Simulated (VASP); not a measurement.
Runs of VASP 6.6.1 on Zn. The structure is that of space group Fm-3m (No. 225), or close to it. The cells are those of the table. 

```tsv
cell	gap on the mesh (eV)	pressure (GPa)
a = 2.779 Å, angles 60.0°, 1 atom	none	-8.0
a = 2.833 Å, angles 60.0°, 1 atom	none	(b)
a = 2.806 Å, angles 60.0°, 1 atom	none	(a)
a = 2.722 Å, angles 60.0°, 1 atom	none	-4.0
a = 2.751 Å, angles 60.0°, 1 atom	none	-6.3
```

Alike in all rows: task single point; level LDA; potentials or basis VASP PAW LDA potentials, release 64 (Zn); no spin polarisation; k mesh 13 × 13 × 13; cutoff (eV) 520; smearing fermi-dirac 0.1 eV.

Question: Fill in the values left out.

Answer: (a) -9.5; (b) -10.6.

A gap of «none» marks levels without a gap at the run's occupations.
